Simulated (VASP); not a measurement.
# Te2Mo (P-6m2) in VASP: notebook, part 3 of 3

VASP 6.6.1.

### Step 5. Single point, LDA

This run uses another cell than the first one, of 60.78 Å³/atom, 3.444 times its volume.

File INCAR:

```
SYSTEM = Te2Mo
ALGO = Normal
EDIFF = 1E-7
ENCUT = 520
ISIF = 2
ISMEAR = 0
LASPH = .True.
LCHARG = .True.
LELF = .True.
LREAL = .False.
LVHAR = .True.
LWAVE = .False.
NBANDS = 20
NELM = 60
PREC = Accurate
SIGMA = 0.02
```

File KPOINTS:

```
k-points
0
Gamma
  12 12 2
  0 0 0
```

File POSCAR:

```
Te2Mo
1.0
    3.4665480224      0.0000000000      0.0000000000
   -1.7332740112      3.0021186508      0.0000000000
    0.0000000000      0.0000000000     17.5198113895
Te Mo
2 1
Direct
    0.3333333333      0.6666666667      0.8975342419
    0.3333333333      0.6666666667      0.1024657581
    0.0000000000      0.0000000000      0.0000000000
```

Potentials or basis: VASP PAW LDA potentials, release 64 (Te, Mo_sv).

Command:

```bash
cat potpaw_LDA.64/Te/POTCAR potpaw_LDA.64/Mo_sv/POTCAR > POTCAR
mpirun -np 1 vasp_std > vasp.out
```

OUTCAR:

```text
SYSTEM = Te2Mo
   EDIFF = 1E-7
   ENCUT = 520
   ISIF = 2
   ISMEAR = 0
   LASPH = .True.
   LREAL = .False.
   NELM = 60
   PREC = Accurate

 ion  position               nearest neighbor table
   1  0.333  0.667  0.898-   3 2.69   3 2.69   3 2.69   2 3.59
   2  0.333  0.667  0.102-   3 2.69   3 2.69   3 2.69   1 3.59
   3  0.000  0.000  0.000-   1 2.69   2 2.69   1 2.69   2 2.69   1 2.69   2 2.69

  LATTYP: Found a hexagonal cell.
 ALAT       =     3.4665480224
 C/A-ratio  =     5.0539647154

  Lattice vectors:

 A1 = (   3.4665480224,   0.0000000000,   0.0000000000)
 A2 = (  -1.7332740112,   3.0021186508,   0.0000000000)
 A3 = (   0.0000000000,   0.0000000000,  17.5198113895)

Analysis of symmetry for initial positions (statically):
=====================================================================
 Subroutine PRICEL returns:
 Original cell was already a primitive cell.

 Routine SETGRP: Setting up the symmetry group for a
 hexagonal supercell.

 Subroutine GETGRP returns: Found 12 space group operations
 (whereof 12 operations were pure point group operations)
 out of a pool of 24 trial point group operations.

The static configuration has the point symmetry D_3h.

Analysis of symmetry for dynamics (positions and initial velocities):
=====================================================================
 Subroutine PRICEL returns:
 Original cell was already a primitive cell.

 Routine SETGRP: Setting up the symmetry group for a
 hexagonal supercell.

 Subroutine GETGRP returns: Found 12 space group operations
 (whereof 12 operations were pure point group operations)
 out of a pool of 24 trial point group operations.

The dynamic configuration has the point symmetry D_3h.

 Subroutine INISYM returns: Found 12 space group operations
 (whereof 12 operations are pure point group operations),
 and found     1 'primitive' translations

----------------------------------------------------------------------------------------

                                     Primitive cell

  volume of cell :     182.3285

  direct lattice vectors                    reciprocal lattice vectors
     3.466548022  0.000000000  0.000000000     0.288471411  0.166549047  0.000000000
    -1.733274011  3.002118651  0.000000000     0.000000000  0.333098094  0.000000000
     0.000000000  0.000000000 17.519811389     0.000000000  0.000000000  0.057078240

  length of vectors
     3.466548022  3.466548022 17.519811389     0.333098094  0.333098094  0.057078240

  position of ions in fractional coordinates (direct lattice)
     0.333333333  0.666666667  0.897534242
     0.333333333  0.666666667  0.102465758
     0.000000000  0.000000000  0.000000000

  ion indices of the primitive-cell ions
   primitive index   ion index
                 1           1
                 2           2
                 3           3

----------------------------------------------------------------------------------------

 KPOINTS: k-points

Automatic generation of k-mesh.
 Grid dimensions read from file:
 generate k-points for:   12   12    2

 Generating k-lattice:

  Cartesian coordinates                     Fractional coordinates (reciprocal lattice)
     0.024039284  0.013879087  0.000000000     0.083333333  0.000000000  0.000000000
     0.000000000  0.027758174  0.000000000     0.000000000  0.083333333  0.000000000
     0.000000000  0.000000000  0.028539120     0.000000000  0.000000000  0.500000000

  Length of vectors
     0.027758174  0.027758174  0.028539120

  Shift w.r.t. Gamma in fractional coordinates (k-lattice)
     0.000000000  0.000000000  0.000000000

 Subroutine IBZKPT returns following result:
 ===========================================

 Found     38 irreducible k-points:

 Following reciprocal coordinates:
            Coordinates               Weight
  0.000000  0.000000  0.000000      1.000000
  0.083333  0.000000  0.000000      6.000000
  0.166667  0.000000  0.000000      6.000000
  0.250000  0.000000  0.000000      6.000000
  0.333333  0.000000  0.000000      6.000000
  0.416667  0.000000  0.000000      6.000000
[... 16 lines left out ...]
  0.250000  0.000000  0.500000      6.000000
  0.333333  0.000000  0.500000      6.000000
 [... further k-points ...]
   k-points           NKPTS =     38   k-points in BZ     NKDIM =     38   number of bands    NBANDS=     20
   number of dos      NEDOS =    301   number of ions     NIONS =      3
   total plane-waves  NPLWV = 109760
   dimension x,y,z NGX =    28 NGY =   28 NGZ =  140
   dimension x,y,z NGXF=    56 NGYF=   56 NGZF=  280
   ions per type =               2   1
   NGX,Y,Z   is equivalent  to a cutoff of  13.43, 13.43, 13.28 a.u.
   NGXF,Y,Z  is equivalent  to a cutoff of  26.86, 26.86, 26.57 a.u.
 SYSTEM =  Te2Mo
   PREC   = accura    normal or accurate (medium, high low for compatibility)
   ISTART =      0    job   : 0-new  1-cont  2-samecut
   ICHARG =      2    charge: 1-file 2-atom 10-const
   ISPIN  =      1    spin polarized calculation?
   LNONCOLLINEAR =      F non collinear calculations
   LSORBIT =      F    spin-orbit coupling
   LASPH  =      T    aspherical Exc in radial PAW
   ENCUT  =  520.0 eV  38.22 Ry    6.18 a.u.   6.45  6.45 32.58*2*pi/ulx,y,z
   NELM   =     60;   NELMIN=  2; NELMDL= -5     # of ELM steps
   EDIFF  = 0.1E-06   stopping-criterion for ELM
   LREAL  =      F    real-space projection
   EDIFFG = 0.1E-05   stopping-criterion for IOM
   NSW    =      0    number of steps for IOM
   IBRION =     -1    ionic relax: 0-MD 1-quasi-New 2-CG
   NFREE  =      0    steps in history (QN), initial steepest desc. (CG)
   ISIF   =      2    stress and relaxation
   ISYM   =      2    0-nonsym 1-usesym 2-fastsym
   POTIM  = 0.5000    time-step for ionic-motion
   TEBEG  =    0.0;   TEEND  =   0.0 temperature during run
   PSTRESS=    0.0 pullay stress
   NELECT =      26.0000    total number of electrons
   NUPDOWN=      -1.0000    fix difference up-down
   EMIN   =  10.00;   EMAX   =-10.00  energy-range for DOS
   EFERMI =   0.00;   METHOD = LEGACY
   ISMEAR =     0;   SIGMA  =   0.02  broadening in eV -4-tet -1-fermi 0-gaus
   EFERMI_NEDOS =   21; number of points for ismear=-14 and -15
   IALGO  =     38    algorithm
   IMIX   =      4    mixing-type and parameters
     AMIX     =   0.40;   BMIX     =  1.00
     AMIX_MAG =   1.60;   BMIX_MAG =  1.00
  volume/ion in A,a.u.               =      60.78       410.14
  Fermi-wavevector in a.u.,A,eV,Ry     =   0.855292  1.616268  9.952995  0.731525
  Thomas-Fermi vector in A             =   1.972019
   LORBIT       =      0    0 simple, 1 ext, 2 COOP (PROOUT), +10 PAW based schemes
   GGA     = CA    functional components
   LHFCALC =     F    Hartree Fock is set to
   AEXX    =    0.0000 exact exchange contribution
   IVDW    =     0    specifies the selected vdW correction
   LEPSILON=     F    determine dielectric tensor
   LRPA    =     F    only Hartree local field effects (RPA)
 non-spin polarized calculation
 Gauss-broadening in eV      SIGMA  =   0.02
  energy-cutoff  :      520.00
  volume of cell :      182.33
 maximum number of plane-waves:      4961
 NGX is ok and might be reduce to    28
   NGX = 13   NGY = 13   NGZ = 65

 number of electron      26.0000003 magnetization

 Free energy of the ion-electron system (eV)
  ---------------------------------------------------
  ext. energy  EPLUGINS =         0.00000000
  ---------------------------------------------------
  free energy    TOTEN  =       -20.47188723 eV

  energy without entropy =      -20.47188723  energy(sigma->0) =      -20.47188723

 E-fermi :   0.3209     XC(G=0):  -4.9408

 val. band max:        0.1780080018   @ k =   0.3333   0.3333   0.5000
 cond. band min:       1.4192202085   @ k =   0.3333   0.3333   0.0000
 fundamental gap:      1.2412122067
 Fermi energy:         0.3209164532

 k-point     1 :       0.0000    0.0000    0.0000
  band No.  band energies     occupation
      1     -60.0452      2.00000
      2     -34.4424      2.00000
      3     -34.2619      2.00000
      4     -34.2619      2.00000
      5     -12.6926      2.00000
      6     -11.6960      2.00000
[... 12 lines left out ...]
     19       4.9793      0.00000
     20       5.9397      0.00000
[... 507 lines left out ...]
 k-point    24 :       0.3333    0.0000    0.5000
  band No.  band energies     occupation
      1     -60.0357      2.00000
      2     -34.4152      2.00000
      3     -34.3810      2.00000
      4     -34.2895      2.00000
      5     -11.2496      2.00000
      6     -10.7172      2.00000
[... 12 lines left out ...]
     19       6.2082      0.00000
     20       6.3052      0.00000

 [... further k-points ...]
[... 5 lines left out ...]
  --------------------------------------------------------------------------------------
  -------------------------------------------------------------------------------------
  Total        0.1066108      0.1066108      0.1786572      0.0000000     -0.0000000      0.0000000
  in kB        0.9368221      0.9368221      1.5699167      0.0000000     -0.0000000      0.0000000
  external PRESSURE =       1.1478536 kB  Pullay stress =       0.0000000 kB

 VOLUME and BASIS-vectors are now :
 -----------------------------------------------------------------------------
  energy-cutoff  :      520.00
  volume of cell :      182.33
      direct lattice vectors                 reciprocal lattice vectors
     3.466548022  0.000000000  0.000000000     0.288471411  0.166549047  0.000000000
    -1.733274011  3.002118651  0.000000000     0.000000000  0.333098094  0.000000000
     0.000000000  0.000000000 17.519811389     0.000000000  0.000000000  0.057078240

 POSITION                                       TOTAL-FORCE (eV/Angst)
 -----------------------------------------------------------------------------------
     -0.00000      2.00141     15.72463         0.000000     -0.000000     -0.053445
     -0.00000      2.00141      1.79518         0.000000      0.000000      0.053445
      0.00000      0.00000      0.00000        -0.000000     -0.000000      0.000000
 -----------------------------------------------------------------------------------
    total drift:                                0.000000     -0.000000     -0.000000

  FREE ENERGIE OF THE ION-ELECTRON SYSTEM (eV)
  ---------------------------------------------------
  free  energy   TOTEN  =       -20.4718872291 eV

  energy  without entropy=      -20.4718872291  energy(sigma->0) =      -20.47188723
```

OSZICAR:

```text
N       E                     dE             d eps       ncg     rms          rms(c)
DAV:   1     0.136328210851E+03    0.13633E+03   -0.11607E+04  2000   0.105E+03
DAV:   2    -0.129082676296E+02   -0.14924E+03   -0.14542E+03  2056   0.230E+02
DAV:   3    -0.209778680716E+02   -0.80696E+01   -0.79906E+01  1920   0.453E+01
[... 15 lines left out ...]
DAV:  19    -0.204718793109E+02   -0.91216E-05   -0.33005E-07  1532   0.305E-03    0.137E-03
DAV:  20    -0.204718858745E+02   -0.65636E-05   -0.28485E-07  1400   0.179E-03    0.140E-03
DAV:  21    -0.204718867479E+02   -0.87340E-06   -0.24399E-08  1448   0.570E-04    0.600E-04
DAV:  22    -0.204718871668E+02   -0.41886E-06   -0.11311E-08  1224   0.285E-04    0.268E-04
DAV:  23    -0.204718872291E+02   -0.62324E-07   -0.23519E-09  1156   0.204E-04
   1 F= -.20471887E+02 E0= -.20471887E+02  d E =-.104881E-25
```

Run time: 3.9 min. Hardware: 1 thread of AMD EPYC 9R45 (Zen 5), shared host; peak memory 0.3 GiB.

Results:

| Property | Result |
| --- | --- |
| Free energy | -20.4719 eV |
| Largest force | 0.053 eV/Å |
| Band gap on the k mesh | 1.24 eV, direct |

Forces on the atoms (eV/Å):
```
Te   0.000  0.000 -0.053
Te   0.000  0.000  0.053
Mo   0.000  0.000  0.000
```

Caveat: spin-orbit coupling is left out, which moves the levels of the heavy elements.

### Step 6. Relaxation of cell and atoms, LDA

This run uses another cell than the first one, of 64.12 Å³/atom, 3.634 times its volume.

File INCAR:

```
SYSTEM = Te2Mo
ALGO = Normal
EDIFF = 1E-6
EDIFFG = -0.005
ENCUT = 600
GGA = CA
IBRION = 2
ISIF = 3
ISMEAR = 0
LASPH = .TRUE.
LCHARG = .FALSE.
LREAL = .FALSE.
LWAVE = .FALSE.
NELM = 100
NSW = 100
PREC = Accurate
SIGMA = 0.02
```

File KPOINTS:

```
k-points
0
G
  12 12 2
  0 0 0
```

File POSCAR:

```
Te2Mo
1.0
    3.5602328140      0.0000000000      0.0000000000
   -1.7801164070      3.0832520603      0.0000000000
    0.0000000000      0.0000000000     17.5240578200
Te Mo
2 1
Direct
    0.3333333300      0.6666666700      0.8978554500
    0.3333333300      0.6666666700      0.1021445500
    0.0000000000      0.0000000000      0.0000000000
```

Potentials or basis: VASP PAW LDA potentials, release 64 (Te, Mo_sv).

Command:

```bash
cat potpaw_LDA.64/Te/POTCAR potpaw_LDA.64/Mo_sv/POTCAR > POTCAR
mpirun -np 1 vasp_std > vasp.out
```

OUTCAR:

```text
SYSTEM = Te2Mo
   EDIFF = 1E-6
   EDIFFG = -0.005
   ENCUT = 600
   GGA = CA
   IBRION = 2
   ISIF = 3
   ISMEAR = 0
   LASPH = .TRUE.
   LREAL = .FALSE.
   NELM = 100
   NSW = 100
   PREC = Accurate

 ion  position               nearest neighbor table
   1  0.333  0.667  0.898-   3 2.73   3 2.73   3 2.73   2 3.58
   2  0.333  0.667  0.102-   3 2.73   3 2.73   3 2.73   1 3.58
   3  0.000  0.000  0.000-   1 2.73   2 2.73   1 2.73   2 2.73   1 2.73   2 2.73

  LATTYP: Found a hexagonal cell.
 ALAT       =     3.5602328140
 C/A-ratio  =     4.9221662558

  Lattice vectors:

 A1 = (   3.5602328140,   0.0000000000,   0.0000000000)
 A2 = (  -1.7801164070,   3.0832520603,   0.0000000000)
 A3 = (   0.0000000000,   0.0000000000,  17.5240578200)

Analysis of symmetry for initial positions (statically):
=====================================================================
 Subroutine PRICEL returns:
 Original cell was already a primitive cell.

 Routine SETGRP: Setting up the symmetry group for a
 hexagonal supercell.

 Subroutine GETGRP returns: Found 12 space group operations
 (whereof 12 operations were pure point group operations)
 out of a pool of 24 trial point group operations.

The static configuration has the point symmetry D_3h.
[... 174 lines left out ...]
  external PRESSURE =     -16.9406648 kB  Pullay stress =       0.0000000 kB
[... 92 lines left out ...]
  FREE ENERGIE OF THE ION-ELECTRON SYSTEM (eV)
  ---------------------------------------------------
  free  energy   TOTEN  =       -20.4606033662 eV

  energy  without entropy=      -20.4606033662  energy(sigma->0) =      -20.46060337

[... ionic steps 4 to 8 ...]

--------------------------------------- Ionic step        9  -------------------------------------------

 number of electron      26.0000003 magnetization

------------------------ aborting loop because EDIFF is reached ----------------------------------------
[... 69 lines left out ...]
--------------------------------------- Ionic step       11  -------------------------------------------

 number of electron      26.0000003 magnetization

 Free energy of the ion-electron system (eV)
  ---------------------------------------------------
  ext. energy  EPLUGINS =         0.00000000
  ---------------------------------------------------
  free energy    TOTEN  =       -20.47284178 eV

  energy without entropy =      -20.47284178  energy(sigma->0) =      -20.47284178

 E-fermi :   0.2533     XC(G=0):  -4.9377

 val. band max:        0.1643575473   @ k =   0.3333   0.3333   0.0000
 cond. band min:       1.4055267136   @ k =   0.3333   0.3333   0.5000
 fundamental gap:      1.2411691663
 Fermi energy:         0.2532829530

 k-point     1 :       0.0000    0.0000    0.0000
  band No.  band energies     occupation
      1     -60.0640      2.00000
      2     -34.4600      2.00000
      3     -34.2801      2.00000
      4     -34.2801      2.00000
      5     -12.6973      2.00000
      6     -11.7085      2.00000
[... 457 lines left out ...]
      4     -34.3075      2.00000
      5     -11.2574      2.00000
      6     -10.7294      2.00000
[... 9 lines left out ...]
     16       2.9513      0.00000
     17       4.0366      0.00000

 [... further k-points ...]
[... 5 lines left out ...]
  --------------------------------------------------------------------------------------
  -------------------------------------------------------------------------------------
  Total        0.0037314      0.0037314     -0.0086064     -0.0000000      0.0000000      0.0000000
  in kB        0.0326655      0.0326655     -0.0753416     -0.0000000      0.0000000      0.0000000
  external PRESSURE =      -0.0033369 kB  Pullay stress =       0.0000000 kB
[... 18 lines left out ...]
  FREE ENERGIE OF THE ION-ELECTRON SYSTEM (eV)
  ---------------------------------------------------
  free  energy   TOTEN  =       -20.4728417822 eV

  energy  without entropy=      -20.4728417822  energy(sigma->0) =      -20.47284178

 reached required accuracy - stopping structural energy minimisation
```

OSZICAR:

```text
N       E                     dE             d eps       ncg     rms          rms(c)
DAV:   1     0.167758260414E+03    0.16776E+03   -0.12158E+04  1652   0.136E+03
DAV:   2    -0.108121750268E+02   -0.17857E+03   -0.17547E+03  1718   0.282E+02
DAV:   3    -0.209435972843E+02   -0.10131E+02   -0.10025E+02  1856   0.581E+01
DAV:   4    -0.211596499871E+02   -0.21605E+00   -0.21575E+00  1884   0.843E+00
[... 114 lines left out ...]
DAV:   1    -0.204728762595E+02   -0.38930E-04   -0.99268E-04  1292   0.284E-01    0.428E-02
DAV:   2    -0.204728559568E+02    0.20303E-04   -0.30147E-04  1500   0.104E-01    0.280E-02
DAV:   3    -0.204728449198E+02    0.11037E-04   -0.79988E-05  1452   0.514E-02    0.115E-02
DAV:   4    -0.204728420463E+02    0.28735E-05   -0.10344E-05  1558   0.198E-02    0.514E-03
DAV:   5    -0.204728417822E+02    0.26413E-06   -0.96517E-07   822   0.636E-03
  11 F= -.20472842E+02 E0= -.20472842E+02  d E =-.499187E-05
```

Wall time 11 min (1 thread of Intel Xeon Platinum 8488C (Sapphire Rapids), shared host); peak memory 0.38 GiB.

Results:

* Free energy: -20.4728 eV
* Relaxed cell: a = 3.468 Å, b = 3.468 Å, c = 17.571 Å, α = 90.00°, β = 90.00°, γ = 120.00°
* Space group after relaxing (to 0.05 Å): P-6m2 (No. 187)
* Energy gained by relaxing: 20.2 meV/atom
* Ionic steps: 11
* Largest force after relaxing: 0.004 eV/Å
* Band gap on the k mesh: 1.24 eV, direct

Forces in eV/Å, atoms in the order of the input:
```
Te   0.000  0.000 -0.004
Te   0.000  0.000  0.004
Mo   0.000  0.000  0.000
```

Step by step:
| step | energy change (eV) | largest force (eV/Å) | pressure (GPa) | volume (Å³) |
| --- | --- | --- | --- | --- |
| 1 | 0.0000 | 0.3709 | -1.69 | 192.36 |
| 2 | 0.0571 | 1.3382 | 3.13 | 174.08 |
| 3 | -0.0483 | 0.2565 | 0.01 | 184.69 |
| 4 | -0.0605 | 0.0123 | -0.03 | 183.29 |
| 5 | -0.0606 | 0.0081 | -0.03 | 183.16 |
| 6 | -0.0606 | 0.0136 | -0.03 | 183.13 |
| 7 | -0.0605 | 0.0107 | 0.04 | 182.87 |
| 8 | -0.0606 | 0.0025 | 0.00 | 183.01 |
| 9 | -0.0606 | 0.0043 | 0.00 | 183.03 |
| 10 | -0.0606 | 0.0055 | 0.00 | 183.05 |
| 11 | -0.0606 | 0.0044 | 0.00 | 183.02 |

Final structure:
```cif
data_structure
_symmetry_space_group_name_H-M 'P 1'
_symmetry_Int_Tables_number 1
_cell_length_a 3.4680
_cell_length_b 3.4680
_cell_length_c 17.5715
_cell_angle_alpha 90.000
_cell_angle_beta 90.000
_cell_angle_gamma 120.000
_cell_volume 183.02
loop_
_atom_site_label
_atom_site_type_symbol
_atom_site_fract_x
_atom_site_fract_y
_atom_site_fract_z
_atom_site_occupancy
Te1 Te 0.33333 0.66667 0.89768 1
Te2 Te 0.33333 0.66667 0.10232 1
Mo1 Mo 0.00000 0.00000 0.00000 1
```

Caveat: spin-orbit coupling is left out, which moves the levels of the heavy elements.

### Step 7. Summary

```tsv
task	cell	k mesh	cutoff (eV)	smearing	gap on the mesh (eV)	pressure (GPa)	largest force (eV/Å)
single point	a = 3.001, b = 3.001, c = 6.788 Å, angles 90.0, 90.0, 120.0°, 3 atoms	18 × 18 × 6	520	gaussian 0.1 eV	none	50.8	0.06
relaxation of cell and atoms	relaxed to 12 GPa from a = 3.314, b = 3.314, c = 7.144 Å, angles 90.0, 90.0, 120.0°, 3 atoms	12 × 12 × 4	600	gaussian 0.02 eV	0.30	12.0	0.01
relaxation of cell and atoms	relaxed to 4 GPa from a = 3.358, b = 3.358, c = 7.435 Å, angles 90.0, 90.0, 120.0°, 3 atoms	12 × 12 × 4	600	gaussian 0.02 eV	0.79	4.0	0.01
single point	a = 3.467, b = 3.467, c = 17.520 Å, angles 90.0, 90.0, 120.0°, 3 atoms	12 × 12 × 2	520	gaussian 0.02 eV	1.24	-	0.05
relaxation of cell and atoms	relaxed from a = 3.560, b = 3.560, c = 17.524 Å, angles 90.0, 90.0, 120.0°, 3 atoms	12 × 12 × 2	600	gaussian 0.02 eV	1.24	-	-
```

Alike in all rows: level LDA; potentials or basis VASP PAW LDA potentials, release 64 (Te, Mo_sv); no spin polarisation.

Caveats: spin-orbit coupling is left out, which moves the levels of the heavy elements; the cell is relaxed towards a set pressure, so the enthalpy falls and the energy may rise (some runs).

Absolute energies hang on the potentials; compare differences alone.
